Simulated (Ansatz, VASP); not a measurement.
## NaCl in VASP and in Ansatz

File INCAR:

```
SYSTEM = NaCl
PREC     = Accurate       ! precision mode
ENCUT    = 520            ! plane-wave cutoff, eV
EDIFF    = 1E-6           ! SCF threshold, eV
ISMEAR   = 0              ! smearing method
SIGMA    = 0.05           ! smearing width, eV
LREAL    = .FALSE.        ! projectors in reciprocal space
LASPH    = .TRUE.         ! aspherical terms in the spheres
NELM     = 100            ! most SCF steps
ALGO     = Normal         ! electronic algorithm
ISIF     = 2              ! what is computed and relaxed
LWAVE    = .FALSE.        ! write WAVECAR
LCHARG   = .TRUE.         ! write CHGCAR
GGA      = PE             ! functional
LELF     = .TRUE.         ! ELF
LVHAR    = .TRUE.       
NBANDS   = 14             ! bands
```

The input KPOINTS:

```
Automatic mesh
0
G
  6 6 6
  0 0 0
```

File POSCAR:

```
NaCl
1.0
    3.3270805000      0.0000000000      0.0000000000
    0.0000000000      3.3270805000      0.0000000000
    0.0000000000      0.0000000000      3.5021900000
Na Cl
1 1
Direct
    0.0000000000      0.0000000000      0.0000000000
    0.5000000000      0.5000000000      0.5000000000
```

Input for Ansatz:

```yaml
crystal:
  lattice:
    - [3.3270805, 0.0, 0.0]
    - [0.0, 3.3270805, 0.0]
    - [0.0, 0.0, 3.50219]
  atoms:
    - { symbol: Na, position: [0.0, 0.0, 0.0] }
    - { symbol: Cl, position: [0.5, 0.5, 0.5] }
basis:
  ecutwfc: 420
kpoints:
  mp_grid: { grid: [6, 6, 6] }
hamiltonian:
  xc: pbe
scf:
  occupations: { method: gaussian, width: 0.05 }
output:
  forces: true
  stress: true
  eigenvalues: true
```

Change from the starting cell: strain -0.050 along x and y, +0.000 along z, atoms carried along.

Alike in both runs: task single point; functional PBE; k mesh 6 × 6 × 6; occupations gaussian, width 0.05 eV; no spin polarisation.

```csv
,VASP,Ansatz
version,VASP 6.6.1,Ansatz 0.2.0
potentials or method,"VASP PAW PBE potentials, release 64 (Na_pv, Cl), cutoff 520 eV","scalar-relativistic, plane waves, PAW"
valence electrons in the cell,14,16
```

```tsv
	VASP	Ansatz	Ansatz less VASP
gap on the k mesh at the Fermi level (eV)	4.18	4.17	-0.001
least direct gap on the mesh (eV)	4.71	4.71	0.000
pressure (GPa)	3.6	3.6	+0.04
traceless stress, the component that is largest in VASP (GPa)	-3.09	-3.09	-0.003
```

VASP's potentials hold 14 valence electrons a cell and Ansatz's 16, so a difference there can come from the potentials and not from the codes.
